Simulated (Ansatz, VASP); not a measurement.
**Two plane-wave programs on W**

```
W
1.0
    -1.59730    1.68715    1.68715
     1.59730   -1.50745    1.50745
     1.59730    1.50745   -1.50745
W
1
Direct
  0.00000 0.00000 0.00000
```

Change from the starting cell: strain +0.1125 x Voigt [0, 0, 0, 1, 0, 0], atoms carried along.

Alike in both runs: task single point; functional PBEsol; k mesh 20 × 20 × 20; occupations gaussian, width 0.15 eV; no spin polarisation.

|  | VASP | Ansatz |
| --- | --- | --- |
| version | VASP 6.6.1 | Ansatz 0.2.0 |
| potentials or method | VASP PAW PBE potentials, release 64 (W_sv), cutoff 520 eV | scalar-relativistic, plane waves, PAW |
| valence electrons in the cell | 14 | 14 |

```csv
,VASP,Ansatz,Ansatz less VASP
gap on the k mesh at the Fermi level (eV),none,none,-
pressure (GPa),-7.8,-8.3,-0.54
"traceless stress, the component that is largest in VASP (GPa)",-15.80,-15.56,+0.243
```

VASP's potentials were made for PBE, not for PBEsol. A gap of «none» marks a metal or a gap that the smearing closes. With one functional, cell and mesh, what is left measures potentials, basis and numerics.

Spin-orbit coupling is off throughout.
